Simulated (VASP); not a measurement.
# GaP (F-43m) in VASP: a series of runs, part 2 of 2

VASP 6.6.1. The steps go on from the part before.

## 3. G0W0 quasiparticle levels, LDA

The input, POSCAR:

```
GaP
1.0
    0.0000000000      2.7253992957      2.7253992957
    2.7253992957      0.0000000000      2.7253992957
    2.7253992957      2.7253992957      0.0000000000
Ga P
1 1
Direct
    0.0000000000      0.0000000000      0.0000000000
    0.2500000000      0.2500000000      0.2500000000
```

The input, INCAR.step1:

```
SYSTEM = GaP
PREC     = Accurate       ! precision mode
ENCUT    = 500            ! plane-wave cutoff, eV
EDIFF    = 1E-8           ! SCF threshold, eV
ISMEAR   = 0              ! smearing method
SIGMA    = 0.01           ! smearing width, eV
LREAL    = .FALSE.        ! projectors in reciprocal space
LASPH    = .TRUE.         ! aspherical terms in the spheres
NELM     = 100            ! most SCF steps
ALGO     = Normal         ! electronic algorithm
LWAVE    = .TRUE.         ! write WAVECAR
LCHARG   = .FALSE.        ! write CHGCAR
GGA      = CA             ! functional
```

The input, INCAR.step2:

```
SYSTEM = GaP
PREC     = Accurate       ! precision mode
ENCUT    = 500            ! plane-wave cutoff, eV
EDIFF    = 1E-8           ! SCF threshold, eV
ISMEAR   = 0              ! smearing method
SIGMA    = 0.01           ! smearing width, eV
LREAL    = .FALSE.        ! projectors in reciprocal space
LASPH    = .TRUE.         ! aspherical terms in the spheres
NELM     = 1              ! most SCF steps
ALGO     = Exact          ! electronic algorithm
LWAVE    = .TRUE.         ! write WAVECAR
LCHARG   = .FALSE.        ! write CHGCAR
GGA      = CA             ! functional
NBANDS   = 49             ! bands
LOPTICS  = .TRUE.         ! frequency-dependent dielectric function
ISTART   = 1
```

The input, INCAR.step3:

```
SYSTEM = GaP
PREC     = Accurate       ! precision mode
ENCUT    = 500            ! plane-wave cutoff, eV
EDIFF    = 1E-8           ! SCF threshold, eV
ISMEAR   = 0              ! smearing method
SIGMA    = 0.01           ! smearing width, eV
LREAL    = .FALSE.        ! projectors in reciprocal space
LASPH    = .TRUE.         ! aspherical terms in the spheres
ALGO     = EVGW0          ! electronic algorithm
LWAVE    = .FALSE.        ! write WAVECAR
LCHARG   = .FALSE.        ! write CHGCAR
GGA      = CA             ! functional
NELMGW   = 1            
NBANDS   = 49             ! bands
ENCUTGW  = 60.0           ! cutoff of the response function
NOMEGA   = 48             ! frequency points
PRECFOCK = Fast         
ISTART   = 1            
NBANDSGW = 17
```

The input, KPOINTS:

```
regular mesh
0
G
  4 4 4
  0 0 0
```

Potentials or basis: VASP PAW LDA potentials, release 64 (Ga_d_GW, P_GW).

Command:

```sh
> cat potpaw_LDA.64/Ga_d_GW/POTCAR potpaw_LDA.64/P_GW/POTCAR > POTCAR
> cp INCAR.step1 INCAR
> mpirun -np 1 vasp_std > vasp.out
> cp INCAR.step2 INCAR
> mpirun -np 1 vasp_std > vasp.out
> cp INCAR.step3 INCAR
> mpirun -np 1 vasp_std > vasp.out
```

OUTCAR:

```text
SYSTEM = GaP
   PREC = Accurate
   ENCUT = 500
   EDIFF = 1E-8
   ISMEAR = 0
   LREAL = .FALSE.
   LASPH = .TRUE.
   GGA = CA
   NELMGW = 1
   ENCUTGW = 60.0
   PRECFOCK = Fast
   ISTART = 1

 ion  position               nearest neighbor table
   1  0.000  0.000  0.000-   2 2.36   2 2.36   2 2.36   2 2.36
   2  0.250  0.250  0.250-   1 2.36   1 2.36   1 2.36   1 2.36

  LATTYP: Found a face centered cubic cell.
 ALAT       =     5.4507985914

  Lattice vectors:

 A1 = (   0.0000000000,   2.7253992957,   2.7253992957)
 A2 = (   2.7253992957,   0.0000000000,   2.7253992957)
 A3 = (   2.7253992957,   2.7253992957,   0.0000000000)

Analysis of symmetry for initial positions (statically):
=====================================================================
 Subroutine PRICEL returns:
 Original cell was already a primitive cell.

 Routine SETGRP: Setting up the symmetry group for a
 face centered cubic supercell.

 Subroutine GETGRP returns: Found 24 space group operations
 (whereof 24 operations were pure point group operations)
 out of a pool of 48 trial point group operations.

The static configuration has the point symmetry T_d .

Analysis of symmetry for dynamics (positions and initial velocities):
=====================================================================
 Subroutine PRICEL returns:
 Original cell was already a primitive cell.

 Routine SETGRP: Setting up the symmetry group for a
 face centered cubic supercell.

 Subroutine GETGRP returns: Found 24 space group operations
 (whereof 24 operations were pure point group operations)
 out of a pool of 48 trial point group operations.

The dynamic configuration has the point symmetry T_d .

 Subroutine INISYM returns: Found 24 space group operations
 (whereof 24 operations are pure point group operations),
 and found     1 'primitive' translations

----------------------------------------------------------------------------------------

                                     Primitive cell

  volume of cell :      40.4874

  direct lattice vectors                    reciprocal lattice vectors
     0.000000000  2.725399296  2.725399296    -0.183459356  0.183459356  0.183459356
     2.725399296  0.000000000  2.725399296     0.183459356 -0.183459356  0.183459356
     2.725399296  2.725399296  0.000000000     0.183459356  0.183459356 -0.183459356

  length of vectors
     3.854296647  3.854296647  3.854296647     0.317760926  0.317760926  0.317760926

  position of ions in fractional coordinates (direct lattice)
     0.000000000  0.000000000  0.000000000
     0.250000000  0.250000000  0.250000000

  ion indices of the primitive-cell ions
   primitive index   ion index
                 1           1
                 2           2

----------------------------------------------------------------------------------------

 KPOINTS: regular mesh

Automatic generation of k-mesh.
 Grid dimensions read from file:
 generate k-points for:    4    4    4

 Generating k-lattice:

  Cartesian coordinates                     Fractional coordinates (reciprocal lattice)
    -0.045864839  0.045864839  0.045864839     0.250000000  0.000000000  0.000000000
     0.045864839 -0.045864839  0.045864839     0.000000000  0.250000000  0.000000000
     0.045864839  0.045864839 -0.045864839     0.000000000  0.000000000  0.250000000

  Length of vectors
     0.079440231  0.079440231  0.079440231

  Shift w.r.t. Gamma in fractional coordinates (k-lattice)
     0.000000000  0.000000000  0.000000000

 Subroutine IBZKPT returns following result:
 ===========================================

 Found      8 irreducible k-points:

 Following reciprocal coordinates:
            Coordinates               Weight
  0.000000  0.000000  0.000000      1.000000
  0.250000  0.000000  0.000000      8.000000
  0.500000  0.000000  0.000000      4.000000
  0.250000  0.250000  0.000000      6.000000
  0.500000  0.250000  0.000000     24.000000
 -0.250000  0.250000  0.000000     12.000000
  0.500000  0.500000  0.000000      3.000000
 -0.250000  0.500000  0.250000      6.000000
   k-points           NKPTS =      8   k-points in BZ     NKDIM =     64   number of bands    NBANDS=     49
   number of dos      NEDOS =    301   number of ions     NIONS =      2
   total plane-waves  NPLWV =  21952
   dimension x,y,z NGX =    28 NGY =   28 NGZ =   28
   dimension x,y,z NGXF=    56 NGYF=   56 NGZF=   56
   ions per type =               1   1
   NGX,Y,Z   is equivalent  to a cutoff of  12.08, 12.08, 12.08 a.u.
   NGXF,Y,Z  is equivalent  to a cutoff of  24.15, 24.15, 24.15 a.u.
 SYSTEM =  GaP
   PREC   = accura    normal or accurate (medium, high low for compatibility)
   ISTART =      1    job   : 0-new  1-cont  2-samecut
   ICHARG =      0    charge: 1-file 2-atom 10-const
   ISPIN  =      1    spin polarized calculation?
   LNONCOLLINEAR =      F non collinear calculations
   LSORBIT =      F    spin-orbit coupling
   LASPH  =      T    aspherical Exc in radial PAW
   ENCUT  =  500.0 eV  36.75 Ry    6.06 a.u.   7.03  7.03  7.03*2*pi/ulx,y,z
   NELM   =     60;   NELMIN=  2; NELMDL=  0     # of ELM steps
   EDIFF  = 0.1E-07   stopping-criterion for ELM
   LREAL  =      F    real-space projection
   EDIFFG = 0.1E-06   stopping-criterion for IOM
   NSW    =      0    number of steps for IOM
   IBRION =     -1    ionic relax: 0-MD 1-quasi-New 2-CG
   NFREE  =      0    steps in history (QN), initial steepest desc. (CG)
   ISIF   =      0    stress and relaxation
   ISYM   =      3    0-nonsym 1-usesym 2-fastsym
   POTIM  = 0.5000    time-step for ionic-motion
   TEBEG  =    0.0;   TEEND  =   0.0 temperature during run
   PSTRESS=    0.0 pullay stress
   NELECT =      18.0000    total number of electrons
   NUPDOWN=      -1.0000    fix difference up-down
   EMIN   =  10.00;   EMAX   =-10.00  energy-range for DOS
   EFERMI =   0.00;   METHOD = LEGACY
   ISMEAR =     0;   SIGMA  =   0.01  broadening in eV -4-tet -1-fermi 0-gaus
   EFERMI_NEDOS =   21; number of points for ismear=-14 and -15
   IALGO  =     38    algorithm
   IMIX   =      4    mixing-type and parameters
     AMIX     =   0.40;   BMIX     =  1.00
     AMIX_MAG =   1.60;   BMIX_MAG =  1.00
  volume/ion in A,a.u.               =      20.24       136.61
  Fermi-wavevector in a.u.,A,eV,Ry     =   1.249469  2.361154 21.241049  1.561173
  Thomas-Fermi vector in A             =   2.383508
   LORBIT       =      0    0 simple, 1 ext, 2 COOP (PROOUT), +10 PAW based schemes
   GGA     = CA    functional components
   LHFCALC =     T    Hartree Fock is set to
   PRECFOCK=fast      Normal, Fast or Accurate (Low or Medium for compatibility)
   ENCUT4O =  -1.0   cutoff for four orbital integrals eV
   NKREDX  =     1    reduce k-point grid by
   NKREDY  =     1    reduce k-point grid by
   NKREDZ  =     1    reduce k-point grid by
   AEXX    =    1.0000 exact exchange contribution
   HFSCREEN=    0.0000 screening length (either q_TF or 0.3 A-1)
   HFSCREENC=   0.0000 screening length for correlation (either q_TF or 0.3 A-1)
   ENCUTFOCK=  -1.0 apply spherical cutoff to Coloumb kernel
   IVDW    =     0    specifies the selected vdW correction
   LEPSILON=     F    determine dielectric tensor
   LRPA    =     F    only Hartree local field effects (RPA)
   LRPAFORCE           =     F    calculate RPA forces
   ENCUTGW             =  60.0    cutoff for response function in eV
   ENCUTGWSOFT         =  48.0    soft cutoff for Coulomb kernel in GW response function in eV
   ENCUTLF             =  -1.0    cutoff for local field effects
   NELMGW              =     1    number of iterations in solving QP/BSE equation
   NELMHF              =     1    number of iterations in the inner HF iteration
   NKREDLFX            =     1    NKREDLFY  =   1   NKREDLFZ  =   1
 non-spin polarized calculation
 Gauss-broadening in eV      SIGMA  =   0.01
  energy-cutoff  :      500.00
  volume of cell :       40.49
 maximum number of plane-waves:      1056
  NGX = 16; NGY = 16; NGZ = 16
   NGX = 13   NGY = 13   NGZ = 13
 maximum number of plane-waves:        51
 NGX is ok and might be reduce to    10

 QP shifts <psi_nk| G(iteration)W_0 |psi_nk>: iteration 1
 for sc-GW calculations column KS-energies equals QP-energies in previous step
 and V_xc(KS)=  KS-energies - (<T + V_ion + V_H > + <T+V_H+V_ion>^1  + <V_x>^1)

 k-point   1 :       0.0000    0.0000    0.0000
  band No.  KS-energies  QP-energies   sigma(KS)   V_xc(KS)     V^pw_x(r,r')   Z            occupation Imag(sigma)

      1     -10.5440     -13.7722     -26.5424     -21.8385     -34.9794       0.6863       2.0000       0.2490
      2     -10.5440     -13.7722     -26.5424     -21.8385     -34.9794       0.6863       2.0000       0.2490
      3     -10.5440     -13.7722     -26.5424     -21.8385     -34.9794       0.6863       2.0000       0.2490
      4     -10.4478     -13.7201     -26.7106     -21.9565     -35.1079       0.6883       2.0000       0.2136
      5     -10.4478     -13.7201     -26.7106     -21.9565     -35.1079       0.6883       2.0000       0.2136
      6      -8.3089      -8.3584     -11.6221     -11.5453     -18.6271       0.6440       2.0000       1.0707
[... 9 lines left out ...]
     16      13.9111      14.6061     -10.0987     -11.0266      -4.9798       0.7490       0.0000      -0.2800
     17      16.4264      16.7611      -8.2060      -8.6493      -2.4474       0.7552       0.0000      -0.5591
[... 130 lines left out ...]
      1     -10.6336     -13.7039     -26.0270     -21.5100     -34.4966       0.6797       2.0000       0.2857
      2     -10.5076     -13.7757     -26.6440     -21.9104     -35.0729       0.6904       2.0000       0.2419
      3     -10.4862     -13.7561     -26.6582     -21.9288     -35.0919       0.6914       2.0000       0.2402
      4     -10.4632     -13.7228     -26.6750     -21.9306     -35.0770       0.6870       2.0000       0.2177
      5     -10.4397     -13.7235     -26.7157     -21.9663     -35.1225       0.6914       2.0000       0.2127
      6      -5.1991      -5.3123     -13.0854     -12.9230     -19.2149       0.6969       2.0000       0.7183
[... 9 lines left out ...]
     16      17.7732      18.7549     -10.1333     -11.4596      -4.0299       0.7402       0.0000      -0.6694
     17      17.8584      18.5404      -9.6751     -10.5832      -3.7095       0.7510       0.0000      -0.6842
```

Run time: 1.9 min. Hardware: 1 thread of Intel Xeon Platinum 8259CL at 2.50GHz (Skylake/Cascade Lake), shared host; peak memory 0.37 GiB.

Results:

- Band gap on the k mesh, mean-field level: 1.46 eV, indirect (least direct gap 1.62 eV)
- Quasiparticle gap: 1.83 eV
- Least direct quasiparticle gap: 2.66 eV

Caveat: the k points lie up to 0.50 Å⁻¹ apart; bands, screening cutoff and mesh are small and nothing is extrapolated, so the quasiparticle values aren't converged.
